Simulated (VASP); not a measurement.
# MgCd2TeSe2 (P4/mmm) in VASP: notebook

Runs on MgCd2TeSe2. Level: PBE. Tasks: single point, relaxation of cell and atoms.

Program: VASP 6.6.1. These are calculated values, not measurements. Logs are shortened: lines on timing, memory, paths and dates and some standing lists are left out, and cuts for length are marked.

## 1. The cell of the first run

The structure is tetragonal, space group P4/mmm (No. 123). The conventional cell has a = 4.619 Å, b = 4.619 Å, c = 8.986 Å, α = 90.00°, β = 90.00°, γ = 90.00°. Mg (site symmetry 4/mmm) has 4 Se at 3.27 Å and 8 Cd at 4.03 Å within 4.3 Å. Cd (site symmetry 4mm) has 1 Te at 2.14 Å and 1 Se at 2.36 Å within 2.8 Å. Te (site symmetry 4/mmm) has 2 Cd at 2.14 Å within 2.8 Å. Within 4.3 Å of Se (site symmetry 4/mmm) lie 4 Te at 3.27 Å and 8 Cd at 3.90 Å. Within 3.1 Å of Se (site symmetry 4/mmm) lie 2 Cd at 2.36 Å.

The cell was generated, and may not be a known phase.

## 2. Single point, PBE

Input file INCAR:

```
ALGO = Normal ; EDIFF = 1E-6
ENCUT = 520 ; GGA = PE
ISIF = 2 ; ISMEAR = 0
LASPH = T ; LCHARG = F
LREAL = F ; LWAVE = F
NBANDS = 31 ; NELM = 60
PREC = Accurate ; SIGMA = 0.1
```

Input file KPOINTS:

```
k-points
0
Gamma
  4 4 2
```

Input file POSCAR:

```
MgCd2TeSe2
1.0
    4.6191185900      0.0000000000      0.0000000000
    0.0000000000      4.6191185900      0.0000000000
    0.0000000000      0.0000000000      8.9856278700
Mg Cd Te Se
1 2 1 2
Direct
    0.5000000000      0.5000000000      0.5000000000
    0.0000000000      0.0000000000      0.2377023200
    0.0000000000      0.0000000000      0.7622976800
    0.0000000000      0.0000000000      0.0000000000
    0.5000000000      0.5000000000      0.0000000000
    0.0000000000      0.0000000000      0.5000000000
```

Potentials or basis: VASP PAW PBE potentials, release 64 (Mg, Cd, Te, Se).

The run is started by

```bash
> cat potpaw_PBE.64/Mg/POTCAR potpaw_PBE.64/Cd/POTCAR potpaw_PBE.64/Te/POTCAR potpaw_PBE.64/Se/POTCAR > POTCAR
> mpirun -np 1 vasp_std > vasp.out
```

OUTCAR:

```text
EDIFF = 1E-6
   ENCUT = 520
   GGA = PE
   ISIF = 2
   ISMEAR = 0
   LASPH = T
   LREAL = F
   NELM = 60
   PREC = Accurate

 ion  position               nearest neighbor table
   1  0.500  0.500  0.500-
   2  0.000  0.000  0.238-   4 2.14   6 2.36
   3  0.000  0.000  0.762-   4 2.14   6 2.36
   4  0.000  0.000  0.000-   2 2.14   3 2.14
   5  0.500  0.500  0.000-
   6  0.000  0.000  0.500-   2 2.36   3 2.36

  LATTYP: Found a simple tetragonal cell.
 ALAT       =     4.6191185900
 C/A-ratio  =     1.9453122268

  Lattice vectors:

 A1 = (   4.6191185900,   0.0000000000,   0.0000000000)
 A2 = (   0.0000000000,   4.6191185900,   0.0000000000)
 A3 = (   0.0000000000,   0.0000000000,   8.9856278700)

Analysis of symmetry for initial positions (statically):
=====================================================================
 Subroutine PRICEL returns:
 Original cell was already a primitive cell.

 Routine SETGRP: Setting up the symmetry group for a
 simple tetragonal supercell.

 Subroutine GETGRP returns: Found 16 space group operations
 (whereof 16 operations were pure point group operations)
 out of a pool of 16 trial point group operations.

The static configuration has the point symmetry D_4h.

Analysis of symmetry for dynamics (positions and initial velocities):
=====================================================================
 Subroutine PRICEL returns:
 Original cell was already a primitive cell.

 Routine SETGRP: Setting up the symmetry group for a
 simple tetragonal supercell.

 Subroutine GETGRP returns: Found 16 space group operations
 (whereof 16 operations were pure point group operations)
 out of a pool of 16 trial point group operations.

The dynamic configuration has the point symmetry D_4h.

 Subroutine INISYM returns: Found 16 space group operations
 (whereof 16 operations are pure point group operations),
 and found     1 'primitive' translations

----------------------------------------------------------------------------------------

                                     Primitive cell

  volume of cell :     191.7197

  direct lattice vectors                    reciprocal lattice vectors
     4.619118590  0.000000000  0.000000000     0.216491519  0.000000000  0.000000000
     0.000000000  4.619118590  0.000000000     0.000000000  0.216491519  0.000000000
     0.000000000  0.000000000  8.985627870     0.000000000  0.000000000  0.111288829

  length of vectors
     4.619118590  4.619118590  8.985627870     0.216491519  0.216491519  0.111288829

  position of ions in fractional coordinates (direct lattice)
     0.500000000  0.500000000  0.500000000
     0.000000000  0.000000000  0.237702320
     0.000000000  0.000000000  0.762297680
     0.000000000  0.000000000  0.000000000
     0.500000000  0.500000000  0.000000000
     0.000000000  0.000000000  0.500000000

  ion indices of the primitive-cell ions
   primitive index   ion index
                 1           1
                 2           2
                 3           3
                 4           4
                 5           5
                 6           6

----------------------------------------------------------------------------------------

 KPOINTS: k-points

Automatic generation of k-mesh.
 Grid dimensions read from file:
 generate k-points for:    4    4    2

 Generating k-lattice:

  Cartesian coordinates                     Fractional coordinates (reciprocal lattice)
     0.054122880  0.000000000  0.000000000     0.250000000  0.000000000  0.000000000
     0.000000000  0.054122880  0.000000000     0.000000000  0.250000000  0.000000000
     0.000000000  0.000000000  0.055644414     0.000000000  0.000000000  0.500000000

  Length of vectors
     0.054122880  0.054122880  0.055644414

  Shift w.r.t. Gamma in fractional coordinates (k-lattice)
     0.000000000  0.000000000  0.000000000

 Subroutine IBZKPT returns following result:
 ===========================================

 Found     12 irreducible k-points:

 Following reciprocal coordinates:
            Coordinates               Weight
  0.000000  0.000000  0.000000      1.000000
  0.250000  0.000000  0.000000      4.000000
  0.500000  0.000000  0.000000      2.000000
  0.250000  0.250000  0.000000      4.000000
  0.500000  0.250000  0.000000      4.000000
  0.500000  0.500000  0.000000      1.000000
  0.000000  0.000000  0.500000      1.000000
  0.250000  0.000000  0.500000      4.000000
  0.500000  0.000000  0.500000      2.000000
  0.250000  0.250000  0.500000      4.000000
  0.500000  0.250000  0.500000      4.000000
  0.500000  0.500000  0.500000      1.000000
   k-points           NKPTS =     12   k-points in BZ     NKDIM =     12   number of bands    NBANDS=     31
   number of dos      NEDOS =    301   number of ions     NIONS =      6
   total plane-waves  NPLWV =  90720
   dimension x,y,z NGX =    36 NGY =   36 NGZ =   70
   dimension x,y,z NGXF=    72 NGYF=   72 NGZF=  140
   ions per type =               1   2   1   2
   NGX,Y,Z   is equivalent  to a cutoff of  12.96, 12.96, 12.95 a.u.
   NGXF,Y,Z  is equivalent  to a cutoff of  25.91, 25.91, 25.90 a.u.
 SYSTEM =  unknown system
   PREC   = accura    normal or accurate (medium, high low for compatibility)
   ISTART =      0    job   : 0-new  1-cont  2-samecut
   ICHARG =      2    charge: 1-file 2-atom 10-const
   ISPIN  =      1    spin polarized calculation?
   LNONCOLLINEAR =      F non collinear calculations
   LSORBIT =      F    spin-orbit coupling
   LASPH  =      T    aspherical Exc in radial PAW
   ENCUT  =  520.0 eV  38.22 Ry    6.18 a.u.   8.59  8.59 16.71*2*pi/ulx,y,z
   NELM   =     60;   NELMIN=  2; NELMDL= -5     # of ELM steps
   EDIFF  = 0.1E-05   stopping-criterion for ELM
   LREAL  =      F    real-space projection
   EDIFFG = 0.1E-04   stopping-criterion for IOM
   NSW    =      0    number of steps for IOM
   IBRION =     -1    ionic relax: 0-MD 1-quasi-New 2-CG
   NFREE  =      0    steps in history (QN), initial steepest desc. (CG)
   ISIF   =      2    stress and relaxation
   ISYM   =      2    0-nonsym 1-usesym 2-fastsym
   POTIM  = 0.5000    time-step for ionic-motion
   TEBEG  =    0.0;   TEEND  =   0.0 temperature during run
   PSTRESS=    0.0 pullay stress
   NELECT =      44.0000    total number of electrons
   NUPDOWN=      -1.0000    fix difference up-down
   EMIN   =  10.00;   EMAX   =-10.00  energy-range for DOS
   EFERMI =   0.00;   METHOD = LEGACY
   ISMEAR =     0;   SIGMA  =   0.10  broadening in eV -4-tet -1-fermi 0-gaus
   EFERMI_NEDOS =   21; number of points for ismear=-14 and -15
   IALGO  =     38    algorithm
   IMIX   =      4    mixing-type and parameters
     AMIX     =   0.40;   BMIX     =  1.00
     AMIX_MAG =   1.60;   BMIX_MAG =  1.00
  volume/ion in A,a.u.               =      31.95       215.63
  Fermi-wavevector in a.u.,A,eV,Ry     =   1.002313  1.894098 13.668848  1.004632
  Thomas-Fermi vector in A             =   2.134792
   LORBIT       =      0    0 simple, 1 ext, 2 COOP (PROOUT), +10 PAW based schemes
   GGA     = PE    functional components
   LHFCALC =     F    Hartree Fock is set to
   AEXX    =    0.0000 exact exchange contribution
   IVDW    =     0    specifies the selected vdW correction
   LEPSILON=     F    determine dielectric tensor
   LRPA    =     F    only Hartree local field effects (RPA)
 non-spin polarized calculation
 Gauss-broadening in eV      SIGMA  =   0.10
  energy-cutoff  :      520.00
  volume of cell :      191.72
 maximum number of plane-waves:      5186
 NGX is ok and might be reduce to    36
   NGX = 17   NGY = 17   NGZ = 33

 number of electron      43.9999993 magnetization

 Free energy of the ion-electron system (eV)
  ---------------------------------------------------
  ext. energy  EPLUGINS =         0.00000000
  ---------------------------------------------------
  free energy    TOTEN  =        -6.37009926 eV

  energy without entropy =       -6.35366476  energy(sigma->0) =       -6.36188201

 E-fermi :   2.5706     XC(G=0):  -8.3543

 val. band max:        2.5484916174   @ k =   0.5000   0.2500   0.5000
 cond. band min:       2.7637604368   @ k =   0.2500   0.2500   0.5000
 fundamental gap:      0.2152688193
 Fermi energy:         2.5706488231

 k-point     1 :       0.0000    0.0000    0.0000
  band No.  band energies     occupation
      1     -12.4941      2.00000
      2     -11.1630      2.00000
      3      -9.5865      2.00000
      4      -9.1972      2.00000
      5      -8.2036      2.00000
      6      -8.2036      2.00000
[... 23 lines left out ...]
     30       7.6946      0.00000
     31       7.6946      0.00000

 k-point     2 :       0.2500    0.0000    0.0000
  band No.  band energies     occupation
      1     -12.4431      2.00000
      2     -11.0262      2.00000
      3      -9.5852      2.00000
      4      -9.3858      2.00000
      5      -8.2001      2.00000
      6      -8.1804      2.00000
[... 23 lines left out ...]
     30       7.2187      0.00000
     31       7.3388      0.00000

 k-point     3 :       0.5000    0.0000    0.0000
  band No.  band energies     occupation
      1     -12.3914      2.00000
      2     -10.8422      2.00000
      3      -9.6259      2.00000
      4      -9.5840      2.00000
      5      -8.1966      2.00000
      6      -8.1578      2.00000
[... 23 lines left out ...]
     30       7.2734      0.00000
     31       7.3310      0.00000

 k-point     4 :       0.2500    0.2500    0.0000
  band No.  band energies     occupation
      1     -12.4047      2.00000
      2     -10.9209      2.00000
      3      -9.5841      2.00000
      4      -9.4475      2.00000
      5      -8.2210      2.00000
      6      -8.1763      2.00000
[... 227 lines left out ...]
     30       6.1693      0.00000
     31       7.1183      0.00000

 k-point    11 :       0.5000    0.2500    0.5000
  band No.  band energies     occupation
      1     -12.0420      2.00000
      2     -11.6171      2.00000
      3      -9.5339      2.00000
      4      -8.5400      2.00000
      5      -8.1733      2.00000
      6      -8.1446      2.00000
[... 23 lines left out ...]
     30       6.2355      0.00000
     31       6.7326      0.00000

 k-point    12 :       0.5000    0.5000    0.5000
  band No.  band energies     occupation
      1     -12.0180      2.00000
      2     -11.5813      2.00000
      3      -9.4325      2.00000
      4      -8.5243      2.00000
      5      -8.1915      2.00000
      6      -8.1915      2.00000
[... 23 lines left out ...]
     30       5.9854      0.00000
     31       7.9391      0.00000

------------------------ aborting loop because EDIFF is reached ----------------------------------------

  FORCE on cell =-STRESS in cart. coord.  units (eV):
  Direction    XX          YY          ZZ          XY          YZ          ZX
  --------------------------------------------------------------------------------------
  -------------------------------------------------------------------------------------
  Total       -2.2915368     -2.2915368     61.4989775      0.0000000      0.0000000      0.0000000
  in kB      -19.1500875    -19.1500875    513.9392946      0.0000000      0.0000000      0.0000000
  external PRESSURE =     158.5463732 kB  Pullay stress =       0.0000000 kB

 VOLUME and BASIS-vectors are now :
 -----------------------------------------------------------------------------
  energy-cutoff  :      520.00
  volume of cell :      191.72
      direct lattice vectors                 reciprocal lattice vectors
     4.619118590  0.000000000  0.000000000     0.216491519  0.000000000  0.000000000
     0.000000000  4.619118590  0.000000000     0.000000000  0.216491519  0.000000000
     0.000000000  0.000000000  8.985627870     0.000000000  0.000000000  0.111288829

 POSITION                                       TOTAL-FORCE (eV/Angst)
 -----------------------------------------------------------------------------------
      2.30956      2.30956      4.49281        -0.000000     -0.000000      0.000000
      0.00000      0.00000      2.13590         0.000000      0.000000      8.952931
      0.00000      0.00000      6.84972        -0.000000      0.000000     -8.952931
      0.00000      0.00000      0.00000        -0.000000     -0.000000      0.000000
      2.30956      2.30956      0.00000        -0.000000     -0.000000      0.000000
      0.00000      0.00000      4.49281        -0.000000     -0.000000      0.000000
 -----------------------------------------------------------------------------------
    total drift:                               -0.000000      0.000000     -0.000000

  FREE ENERGIE OF THE ION-ELECTRON SYSTEM (eV)
  ---------------------------------------------------
  free  energy   TOTEN  =        -6.3700992578 eV

  energy  without entropy=       -6.3536647556  energy(sigma->0) =       -6.36188201
```

Run time: 39 s. Hardware: 1 thread of AMD EPYC 9R45 (Zen 5), shared host; peak memory 0.3 GiB.

Results:

```
Free energy            : -6.3701 eV
Pressure               : 15.9 GPa
Largest force          : 8.953 eV/Å
Band gap on the k mesh : zero (bands 22 and 23 overlap by 1.56 eV)
```

Forces on the atoms (eV/Å):
```
Mg   0.000  0.000  0.000
Cd   0.000  0.000  8.953
Cd   0.000  0.000 -8.953
Te   0.000  0.000  0.000
Se   0.000  0.000  0.000
Se   0.000  0.000  0.000
```

Stress tensor (GPa, compression positive):
```
-1.92  0.00  0.00
 0.00 -1.92  0.00
 0.00  0.00 51.39
```

Caveat: the stress differs along the axes, from -2 to 51 GPa; spin-orbit coupling is left out, which moves the levels of the heavy elements; forces of over 1 eV/Å act on the atoms, so gaps and moduli don't describe the material at rest.

## 3. Single point, PBE

This run uses another cell than the first one, of 32.51 Å³/atom.

Input file INCAR:

```
SYSTEM = MgCd2TeSe2
PREC = Accurate ; ENCUT = 520
EDIFF = 1E-7 ; ISMEAR = 0
SIGMA = 0.1 ; LREAL = .False.
LASPH = .True. ; NELM = 80
ALGO = Normal ; ISIF = 2
LWAVE = .False. ; LCHARG = .True.
GGA = PE ; LELF = .True.
LVHAR = .True. ; NBANDS = 31
```

Input file KPOINTS:

```
Automatic mesh
0
Gamma
  4 4 2
  0 0 0
```

Input file POSCAR:

```
MgCd2TeSe2
1.0
    4.0092080048      0.0000000000      0.0000000000
    0.0000000000      4.0092080048      0.0000000000
    0.0000000000      0.0000000000     12.1353362305
Mg Cd Te Se
1 2 1 2
Direct
    0.5000000000      0.5000000000      0.5000000000
    0.0000000000      0.0000000000      0.2454290594
    0.0000000000      0.0000000000      0.7545709406
    0.0000000000      0.0000000000      0.0000000000
    0.5000000000      0.5000000000      0.0000000000
    0.0000000000      0.0000000000      0.5000000000
```

Potentials or basis: VASP PAW PBE potentials, release 64 (Mg, Cd, Te, Se).

The run is started by

```bash
> cat potpaw_PBE.64/Mg/POTCAR potpaw_PBE.64/Cd/POTCAR potpaw_PBE.64/Te/POTCAR potpaw_PBE.64/Se/POTCAR > POTCAR
> mpirun -np 1 vasp_std > vasp.out
```

Run time: 39 s. Hardware: 1 thread of AMD EPYC 9R45 (Zen 5), shared host; peak memory 0.28 GiB.

The run converged. Its results:

```
Free energy            : -13.5666 eV
Pressure               : 0.0 GPa
Largest force          : 0.035 eV/Å
Band gap on the k mesh : zero (bands 22 and 23 overlap by 1.62 eV)
```

Forces on the atoms (eV/Å):
```
Mg   0.000  0.000  0.000
Cd   0.000  0.000  0.035
Cd   0.000  0.000 -0.035
Te   0.000  0.000  0.000
Se   0.000  0.000  0.000
Se   0.000  0.000  0.000
```

Stress tensor (GPa, compression positive):
```
-0.14  0.00  0.00
 0.00 -0.14  0.00
 0.00  0.00  0.23
```

Levels at points of the mesh, in eV from the Fermi level:
```csv
k point,band 18,band 19,band 20,band 21,band 22,band 23,band 24,band 25,band 26,band 27
"(0.00, 0.00, 0.00)",-3.40,-2.62,-2.62,-0.64,-0.41,0.71,2.73,3.18,3.18,3.29
"(0.50, 0.00, 0.00)",-2.24,-2.11,-1.92,-1.42,-1.39,-1.06,0.10,0.70,1.19,2.61
"(0.50, 0.50, 0.00)",-3.35,-2.77,-1.67,-0.76,-0.46,1.07,1.07,2.09,2.09,2.29
"(0.00, 0.00, 0.50)",-2.62,-2.62,-2.26,-1.65,-0.26,0.45,3.18,3.18,3.23,3.30
"(0.50, 0.00, 0.50)",-2.23,-2.11,-1.45,-1.39,-1.20,-0.48,-0.43,-0.14,1.11,2.86
"(0.50, 0.50, 0.50)",-3.18,-3.07,-1.67,-0.75,0.56,0.81,1.45,1.45,1.50,1.50
```

Caveat: the k points lie up to 0.39 Å⁻¹ apart, too coarse for converged energies and pressures of a metal; spin-orbit coupling is left out, which moves the levels of the heavy elements.

(Continued in part 2 of 2.)

The gap in the log of VASP goes by the Fermi energy; the results here count the filled bands.